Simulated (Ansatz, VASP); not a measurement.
**NbTeI2 in VASP and in Ansatz**

```
CELL_PARAMETERS angstrom
5.72343 0.00000 0.00000
0.00000 5.72343 0.00000
0.00000 0.00000 5.33920
ATOMIC_POSITIONS crystal
Nb 0.00000 0.00000 0.00000
Te 0.00000 0.00000 0.50000
I 0.50000 0.00000 0.00000
I 0.00000 0.50000 0.00000
```

Alike in both runs: task single point; functional PBE; k mesh 4 × 4 × 4; occupations gaussian, width 0.1 eV; collinear spin.

```csv
,VASP,Ansatz
version,VASP 6.6.1,Ansatz 0.2.0
potentials or method,"VASP PAW PBE potentials, release 64 (Nb_sv, Te, I), cutoff 520 eV","scalar-relativistic, plane waves, PAW"
valence electrons in the cell,33,63
```

Ansatz gave:

| Property | Result |
| --- | --- |
| gap on the k mesh at the Fermi level (eV) | none |
| pressure (GPa) | 0.2 |
| traceless stress, the component that is largest in VASP (GPa) | 0.18 |
| net moment per atom (μB) | 0.16 |
| size of the moment on the site where the two differ most (μB) | 0.47 |

Estimate VASP's values.

gap on the k mesh at the Fermi level (eV): none; pressure (GPa): 0.1; traceless stress, the component that is largest in VASP (GPa): 0.17; net moment per atom (μB): 0.16; size of the moment on the site where the two differ most (μB): 0.51.

Site moments also hang on the region over which each program counts them. A gap of «none» marks a metal or a gap that the smearing closes. With one functional, cell and mesh, what is left measures potentials, basis and numerics. VASP's potentials hold 33 valence electrons a cell and Ansatz's 63, so a difference there can come from the potentials and not from the codes.

Spin-orbit coupling is off throughout.
